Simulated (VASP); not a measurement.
Runs of VASP 6.6.1 on ZnF2. The structure is that of space group P4_2/mnm (No. 136), or close to it. The cells are those of the table. 

```tsv
cell	gap on the mesh (eV)	pressure (GPa)	largest force (eV/Å)
a = 4.800, b = 4.800, c = 3.175 Å, 6 atoms	3.46	(b)	0.01
a = 4.705, b = 4.705, c = 3.134 Å, 6 atoms	3.48	6.5	0.01
a = 4.617, b = 4.617, c = 3.123 Å, 6 atoms	3.51	12.2	0.01
a = 4.740, b = 4.740, c = 3.158 Å, 6 atoms	3.46	3.7	0.01
a = 4.679, b = 4.679, c = 3.141 Å, 6 atoms	3.48	7.6	0.01
a = 4.554, b = 4.554, c = 3.104 Å, 6 atoms	(a)	17.6	0.02
```

Alike in all rows: task single point; level PBE; potentials or basis VASP PAW PBE potentials, release 64 (Zn, F); no spin polarisation; k mesh 6 × 6 × 8; cutoff (eV) 600; smearing gaussian 0.02 eV.

Task: Fill in the values left out.

Result: (a) 3.55; (b) 0.3.

A k mesh can miss the band edges.
